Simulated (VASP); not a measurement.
# Ta2Ga: single point with PBE

Crystal: Ta2Ga.

```
Ta Ga
1.0
    -1.71777    1.71777    4.39708
     1.71777   -1.71777    4.39708
     1.71777    1.71777   -4.39708
Ta Ga
2 1
Direct
  0.66544 0.66544 0.00000
  0.33456 0.33456 0.00000
  0.00000 0.00000 0.00000
```

| Property | Result |
| --- | --- |
| Program | VASP 6.6.1 |
| Task | single point |
| Functional | PBE |
| Potentials or basis | VASP PAW PBE potentials, release 64 (Ta_pv, Ga_d) |
| Cutoff | 520 eV |
| k mesh | 8 × 8 × 8 |
| Occupations | gaussian, width 0.1 eV |
| Spin | no spin polarisation |

| Item | Value |
| --- | --- |
| Pressure | 0.2 GPa |
| Largest force | 0.006 eV/Å |

Forces in eV/Å, atoms in the order of the input:
```
Ta   0.000  0.000  0.006
Ta   0.000  0.000 -0.006
Ga   0.000  0.000  0.000
```

Levels at points of the mesh, in eV from the Fermi level:
```tsv
k point	band 13	band 14	band 15	band 16	band 17	band 18	band 19	band 20	band 21	band 22
(0.00, 0.00, 0.00)	-3.78	-2.68	-1.08	-0.08	-0.08	0.56	0.65	1.38	1.38	2.85
(0.50, 0.00, 0.00)	-5.36	-3.16	-2.07	-1.16	-0.78	-0.14	1.79	2.36	3.29	3.79
(0.50, 0.50, 0.00)	-3.44	-3.37	-3.04	-0.81	-0.65	-0.44	2.19	2.77	3.79	3.92
(0.50, 0.50, 0.50)	-6.44	-3.09	-2.16	-0.29	-0.29	0.82	1.79	3.57	3.57	3.92
```

It took 3.7 min on 1 thread of Intel Xeon 6975P-C (shared host), peak memory 0.28 GiB.

Caveat: spin-orbit coupling is left out, which moves the levels of the heavy elements.
